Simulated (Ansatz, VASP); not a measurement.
## Two plane-wave programs on CoO

INCAR

```
PREC     = Accurate       # precision mode
ENCUT    = 520            # plane-wave cutoff, eV
EDIFF    = 1E-6           # SCF threshold, eV
ISMEAR   = 0              # smearing method
SIGMA    = 0.05           # smearing width, eV
LREAL    = F              # projectors in reciprocal space
LASPH    = T              # aspherical terms in the spheres
NELM     = 150            # most SCF steps
ALGO     = Normal         # electronic algorithm
ISIF     = 2              # what is computed and relaxed
LWAVE    = F              # write WAVECAR
LCHARG   = F              # write CHGCAR
ISPIN    = 2              # spin polarisation
MAGMOM   = 3 -3 0 0       # initial moments
LORBIT   = 11             # projections on sites
LMAXMIX  = 4              # l up to which the mixer works
GGA      = PE             # functional
NBANDS   = 27             # bands
```

File KPOINTS:

```
Automatic mesh
0
Gamma
  10 10 6
```

File POSCAR:

```
CoO
1.0
    0.0000000000      2.1245315473     -2.1245315473
    0.0000000000      2.1245315473      2.1245315473
    4.2490630946      0.0000000000      0.0000000000
Co O
2 2
Direct
    0.0000000000      0.0000000000      0.0000000000
    0.5000000000      0.5000000000      0.5000000000
    0.0000000000      1.0000000000      0.5000000000
    0.5000000000      1.5000000000      1.0000000000
```

Input for Ansatz:

```yaml
crystal:
  lattice:
    - [0.0, 2.1245315473, -2.1245315473]
    - [0.0, 2.1245315473, 2.1245315473]
    - [4.2490630946, 0.0, 0.0]
  atoms:
    - { symbol: Co, position: [0.0, 0.0, 0.0], spin: 3.0 }
    - { symbol: O, position: [0.0, 1.0, 0.5] }
    - { symbol: Co, position: [0.5, 0.5, 0.5], spin: -3.0 }
    - { symbol: O, position: [0.5, 1.5, 1.0] }
basis:
  ecutwfc: 420
  ecutrho_ratio: 4
kpoints:
  mp_grid: { grid: [10, 10, 6] }
hamiltonian:
  xc: pbe
scf:
  occupations: { method: gaussian, width: 0.05 }
  lower_state_search: "off"
output:
  forces: true
  stress: true
  eigenvalues: true
  populations: true
magnetization:
  spin_polarized: true
```

Alike in both runs: task single point; functional PBE; k mesh 10 × 10 × 6; occupations gaussian, width 0.05 eV; collinear spin.

```csv
,VASP,Ansatz
version,VASP 6.6.1,Ansatz 0.2.0
potentials or method,"VASP PAW PBE potentials, release 64 (Co, O), cutoff 520 eV","scalar-relativistic, plane waves, PAW"
valence electrons in the cell,30,46
```

|  | VASP | Ansatz | Ansatz less VASP |
| --- | --- | --- | --- |
| gap on the k mesh at the Fermi level (eV) | none | none | - |
| pressure (GPa) | -3.3 | -2.6 | +0.67 |
| net moment per atom (μB) | 0.00 | 0.00 | 0.000 |
| size of the moment on the site where the two differ most (μB) | 2.30 | 2.23 | -0.065 |

Site moments also hang on the region over which each program counts them. A gap of «none» marks a metal or a gap that the smearing closes. The functional is the same, so the differences come from potentials, cutoffs and numerics. VASP's potentials hold 30 valence electrons a cell and Ansatz's 46, so a difference there can come from the potentials and not from the codes.
